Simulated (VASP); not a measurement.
# SnSe (I4/mmm) in VASP: single point with r2SCAN

Aim: the single point of SnSe with r2SCAN.

All numbers are computed with VASP 6.6.1; they aren't measurements. Logs are shortened: lines on timing, memory, paths and dates and some standing lists are left out, and cuts for length are marked.

## 1. The cell of the first run

The structure is tetragonal, space group I4/mmm (No. 139). The conventional cell has a = 4.188 Å, b = 4.188 Å, c = 6.219 Å, α = 90.00°, β = 90.00°, γ = 90.00°. Within 3.9 Å of Sn (site symmetry 4/mmm) lie 6 Se at 2.96 to 3.11 Å. Se (site symmetry 4/mmm) has 6 Sn at 2.96 to 3.11 Å within 3.9 Å.

## 2. Single point, r2SCAN

POSCAR

```
SnSe
1.0
    0.0000000000      2.9614431219      3.1095152780
    2.9614431219      0.0000000000      3.1095152780
    2.9614431219      2.9614431219      0.0000000000
Sn Se
1 1
Direct
    0.0000000000      0.0000000000      0.0000000000
    0.5000000000      0.5000000000      0.5000000000
```

INCAR.step1

```
SYSTEM = SnSe
PREC = Accurate
ENCUT = 520
ISMEAR = 0
SIGMA = 0.05
LREAL = .False.
LASPH = .True.
NELM = 100
NBANDS = 17
GGA = PE
ALGO = Normal
EDIFF = 1E-4
LWAVE = .True.
LCHARG = .False.
```

INCAR.step2

```
SYSTEM = SnSe
PREC = Accurate
ENCUT = 520
EDIFF = 1E-6
ISMEAR = 0
SIGMA = 0.05
LREAL = .False.
LASPH = .True.
NELM = 100
ALGO = Normal
ISIF = 2
LWAVE = .False.
LCHARG = .False.
METAGGA = R2SCAN
LMIXTAU = .True.
NBANDS = 17
ISTART = 1
```

KPOINTS

```
Automatic mesh
0
Gamma
  12 12 12
  0 0 0
```

Potentials or basis: VASP PAW PBE potentials, release 64 (Sn_d, Se).

Run with:

```console
> cat potpaw_PBE.64/Sn_d/POTCAR potpaw_PBE.64/Se/POTCAR > POTCAR
> cp INCAR.step1 INCAR
> mpirun -np 1 vasp_std > vasp.out
> cp INCAR.step2 INCAR
> mpirun -np 1 vasp_std > vasp.out
```

OUTCAR:

```text
SYSTEM = SnSe
   PREC = Accurate
   ENCUT = 520
   EDIFF = 1E-6
   ISMEAR = 0
   LREAL = .False.
   LASPH = .True.
   NELM = 100
   ISIF = 2
   METAGGA = R2SCAN
   ISTART = 1

 ion  position               nearest neighbor table
   1  0.000  0.000  0.000-   2 2.96   2 2.96   2 2.96   2 2.96   2 3.11   2 3.11
   2  0.500  0.500  0.500-   1 2.96   1 2.96   1 2.96   1 2.96   1 3.11   1 3.11

  LATTYP: Found a body centered tetragonal cell.
 ALAT       =     4.1881130272
 C/A-ratio  =     1.4849242405

  Lattice vectors:

 A1 = (  -2.9614431219,   0.0000000000,   3.1095152780)
 A2 = (   2.9614431219,   0.0000000000,   3.1095152780)
 A3 = (   0.0000000000,   2.9614431219,  -3.1095152780)

Analysis of symmetry for initial positions (statically):
=====================================================================
 Subroutine PRICEL returns:
 Original cell was already a primitive cell.

 Routine SETGRP: Setting up the symmetry group for a
 body centered tetragonal supercell.

 Subroutine GETGRP returns: Found 16 space group operations
 (whereof 16 operations were pure point group operations)
 out of a pool of 16 trial point group operations.

The static configuration has the point symmetry D_4h.

Analysis of symmetry for dynamics (positions and initial velocities):
=====================================================================
 Subroutine PRICEL returns:
 Original cell was already a primitive cell.

 Routine SETGRP: Setting up the symmetry group for a
 body centered tetragonal supercell.

 Subroutine GETGRP returns: Found 16 space group operations
 (whereof 16 operations were pure point group operations)
 out of a pool of 16 trial point group operations.

The dynamic configuration has the point symmetry D_4h.

 Subroutine INISYM returns: Found 16 space group operations
 (whereof 16 operations are pure point group operations),
 and found     1 'primitive' translations

----------------------------------------------------------------------------------------

                                     Primitive cell

  volume of cell :      54.5418

  direct lattice vectors                    reciprocal lattice vectors
     0.000000000  2.961443122  3.109515278    -0.168836604  0.168836604  0.160796766
     2.961443122  0.000000000  3.109515278     0.168836604 -0.168836604  0.160796766
     2.961443122  2.961443122  0.000000000     0.168836604  0.168836604 -0.160796766

  length of vectors
     4.294092527  4.294092527  4.188113027     0.287866632  0.287866632  0.287866632

  position of ions in fractional coordinates (direct lattice)
     0.000000000  0.000000000  0.000000000
     0.500000000  0.500000000  0.500000000

  ion indices of the primitive-cell ions
   primitive index   ion index
                 1           1
                 2           2

----------------------------------------------------------------------------------------

 KPOINTS: Automatic mesh

Automatic generation of k-mesh.
 Grid dimensions read from file:
 generate k-points for:   12   12   12

 Generating k-lattice:

  Cartesian coordinates                     Fractional coordinates (reciprocal lattice)
    -0.014069717  0.014069717  0.013399730     0.083333333  0.000000000  0.000000000
     0.014069717 -0.014069717  0.013399730     0.000000000  0.083333333  0.000000000
     0.014069717  0.014069717 -0.013399730     0.000000000  0.000000000  0.083333333

  Length of vectors
     0.023988886  0.023988886  0.023988886

  Shift w.r.t. Gamma in fractional coordinates (k-lattice)
     0.000000000  0.000000000  0.000000000

 Subroutine IBZKPT returns following result:
 ===========================================

 Found    163 irreducible k-points:

 Following reciprocal coordinates:
            Coordinates               Weight
  0.000000  0.000000  0.000000      1.000000
  0.083333 -0.000000  0.000000      8.000000
  0.166667 -0.000000  0.000000      8.000000
  0.250000 -0.000000  0.000000      8.000000
  0.333333 -0.000000  0.000000      8.000000
  0.416667 -0.000000  0.000000      8.000000
[... 16 lines left out ...]
  0.500000  0.166667  0.000000      8.000000
 -0.416667  0.166667  0.000000      8.000000
 [... further k-points ...]
   k-points           NKPTS =    163   k-points in BZ     NKDIM =    163   number of bands    NBANDS=     17
   number of dos      NEDOS =    301   number of ions     NIONS =      2
   total plane-waves  NPLWV =  32768
   dimension x,y,z NGX =    32 NGY =   32 NGZ =   32
   dimension x,y,z NGXF=    64 NGYF=   64 NGZF=   64
   ions per type =               1   1
   NGX,Y,Z   is equivalent  to a cutoff of  12.39, 12.39, 12.70 a.u.
   NGXF,Y,Z  is equivalent  to a cutoff of  24.78, 24.78, 25.40 a.u.
 SYSTEM =  SnSe
   PREC   = accura    normal or accurate (medium, high low for compatibility)
   ISTART =      1    job   : 0-new  1-cont  2-samecut
   ICHARG =      0    charge: 1-file 2-atom 10-const
   ISPIN  =      1    spin polarized calculation?
   LNONCOLLINEAR =      F non collinear calculations
   LSORBIT =      F    spin-orbit coupling
   LASPH  =      T    aspherical Exc in radial PAW
   ENCUT  =  520.0 eV  38.22 Ry    6.18 a.u.   7.98  7.98  7.79*2*pi/ulx,y,z
   NELM   =    100;   NELMIN=  2; NELMDL=  0     # of ELM steps
   EDIFF  = 0.1E-05   stopping-criterion for ELM
   LREAL  =      F    real-space projection
[... 7 lines left out ...]
   TEBEG  =    0.0;   TEEND  =   0.0 temperature during run
   PSTRESS=    0.0 pullay stress
   NELECT =      20.0000    total number of electrons
   NUPDOWN=      -1.0000    fix difference up-down
   EMIN   =  10.00;   EMAX   =-10.00  energy-range for DOS
   EFERMI =   0.00;   METHOD = LEGACY
   ISMEAR =     0;   SIGMA  =   0.05  broadening in eV -4-tet -1-fermi 0-gaus
   EFERMI_NEDOS =   21; number of points for ismear=-14 and -15
   IALGO  =     38    algorithm
   IMIX   =      4    mixing-type and parameters
     AMIX     =   0.40;   BMIX     =  1.00
     AMIX_MAG =   1.60;   BMIX_MAG =  1.00
  volume/ion in A,a.u.               =      27.27       184.03
  Fermi-wavevector in a.u.,A,eV,Ry     =   1.171768  2.214321 18.681350  1.373040
  Thomas-Fermi vector in A             =   2.308207
   LORBIT       =      0    0 simple, 1 ext, 2 COOP (PROOUT), +10 PAW based schemes
   METAGGA = R2SCAN    functional components
   LHFCALC =     F    Hartree Fock is set to
   AEXX    =    0.0000 exact exchange contribution
   IVDW    =     0    specifies the selected vdW correction
   LEPSILON=     F    determine dielectric tensor
   LRPA    =     F    only Hartree local field effects (RPA)
 non-spin polarized calculation
 Gauss-broadening in eV      SIGMA  =   0.05
  energy-cutoff  :      520.00
  volume of cell :       54.54
 maximum number of plane-waves:      1486
   NGX = 15   NGY = 15   NGZ = 15

 number of electron      20.0000004 magnetization

 Free energy of the ion-electron system (eV)
  ---------------------------------------------------
  ext. energy  EPLUGINS =         0.00000000
  ---------------------------------------------------
  free energy    TOTEN  =       -39.84182446 eV

  energy without entropy =      -39.84182446  energy(sigma->0) =      -39.84182446

 E-fermi :   5.8547     XC(G=0): -10.1830

 val. band max:        5.6874094495   @ k =   0.5000  -0.0000   0.0000
 cond. band min:       6.0305041869   @ k =  -0.4167   0.0000   0.0833
 fundamental gap:      0.3430947374
 Fermi energy:         5.8547118409

 k-point     1 :       0.0000    0.0000    0.0000
  band No.  band energies     occupation
      1     -16.8489      2.00000
      2     -16.8387      2.00000
      3     -16.8387      2.00000
      4     -16.8246      2.00000
      5     -16.8233      2.00000
      6      -9.0211      2.00000
[... 9 lines left out ...]
     16      11.8855      0.00000
     17      13.4273      0.00000

 k-point     2 :       0.0833   -0.0000    0.0000
  band No.  band energies     occupation
      1     -16.8490      2.00000
      2     -16.8384      2.00000
      3     -16.8381      2.00000
      4     -16.8251      2.00000
      5     -16.8226      2.00000
      6      -8.9697      2.00000
[... 9 lines left out ...]
     16      12.0512      0.00000
     17      13.9000      0.00000

 k-point     3 :       0.1667   -0.0000    0.0000
  band No.  band energies     occupation
      1     -16.8496      2.00000
      2     -16.8378      2.00000
      3     -16.8369      2.00000
      4     -16.8263      2.00000
      5     -16.8206      2.00000
      6      -8.8220      2.00000
[... 9 lines left out ...]
     16      12.4860      0.00000
     17      15.0374      0.00000

 k-point     4 :       0.2500   -0.0000    0.0000
  band No.  band energies     occupation
      1     -16.8507      2.00000
      2     -16.8369      2.00000
      3     -16.8362      2.00000
      4     -16.8269      2.00000
      5     -16.8176      2.00000
      6      -8.5995      2.00000
[... 9 lines left out ...]
     16      13.1671      0.00000
     17      16.4770      0.00000
[... 343 lines left out ...]
      1     -16.8595      2.00000
      2     -16.8329      2.00000
      3     -16.8319      2.00000
      4     -16.8227      2.00000
      5     -16.8194      2.00000
      6      -8.1842      2.00000
[... 9 lines left out ...]
     16      15.8924      0.00000
     17      17.1292      0.00000

 k-point    23 :       0.5000    0.1667    0.0000
  band No.  band energies     occupation
      1     -16.8587      2.00000
      2     -16.8342      2.00000
      3     -16.8325      2.00000
      4     -16.8234      2.00000
      5     -16.8159      2.00000
      6      -8.0122      2.00000
[... 9 lines left out ...]
     16      16.3886      0.00000
     17      16.5514      0.00000

 k-point    24 :      -0.4167    0.1667    0.0000
  band No.  band energies     occupation
      1     -16.8567      2.00000
      2     -16.8352      2.00000
      3     -16.8338      2.00000
      4     -16.8251      2.00000
      5     -16.8130      2.00000
      6      -7.9668      2.00000
[... 9 lines left out ...]
     16      15.2743      0.00000
     17      17.2920      0.00000

 [... further k-points ...]

------------------------ aborting loop because EDIFF is reached ----------------------------------------

  FORCE on cell =-STRESS in cart. coord.  units (eV):
  Direction    XX          YY          ZZ          XY          YZ          ZX
  --------------------------------------------------------------------------------------
  -------------------------------------------------------------------------------------
  Total        0.7414963      0.7414963     -1.1347873      0.0000000     -0.0000000      0.0000000
  in kB       21.7816167     21.7816167    -33.3346253      0.0000000     -0.0000000      0.0000000
  external PRESSURE =       3.4095361 kB  Pullay stress =       0.0000000 kB

 VOLUME and BASIS-vectors are now :
 -----------------------------------------------------------------------------
  energy-cutoff  :      520.00
  volume of cell :       54.54
      direct lattice vectors                 reciprocal lattice vectors
     0.000000000  2.961443122  3.109515278    -0.168836604  0.168836604  0.160796766
     2.961443122  0.000000000  3.109515278     0.168836604 -0.168836604  0.160796766
     2.961443122  2.961443122  0.000000000     0.168836604  0.168836604 -0.160796766

 POSITION                                       TOTAL-FORCE (eV/Angst)
 -----------------------------------------------------------------------------------
      0.00000      0.00000      0.00000         0.000000     -0.000000     -0.000000
      2.96144      2.96144      3.10952        -0.000000      0.000000      0.000000
 -----------------------------------------------------------------------------------
    total drift:                                0.000000     -0.000000     -0.000000

  FREE ENERGIE OF THE ION-ELECTRON SYSTEM (eV)
  ---------------------------------------------------
  free  energy   TOTEN  =       -39.8418244579 eV

  energy  without entropy=      -39.8418244557  energy(sigma->0) =      -39.84182446
```

It took 3.9 min on 1 thread of Intel Xeon Platinum 8375C at 2.90GHz (Ice Lake), shared host; peak memory 0.3 GiB.

Results:

```
Free energy            : -39.8418 eV
Pressure               : 0.3 GPa
Band gap on the k mesh : 0.34 eV (least direct gap 0.45 eV)
```

Stress tensor (GPa, compression positive):
```
 2.18  0.00  0.00
 0.00  2.18  0.00
 0.00  0.00 -3.33
```

Caveat: the stress differs along the axes, from -3 to 2 GPa; semilocal functionals underestimate gaps, and a narrow one can read as zero; the PAW data sets were made with another functional, which shifts forces and pressure a little; spin-orbit coupling is left out, which moves the levels of the heavy elements. A k mesh can miss the band edges.
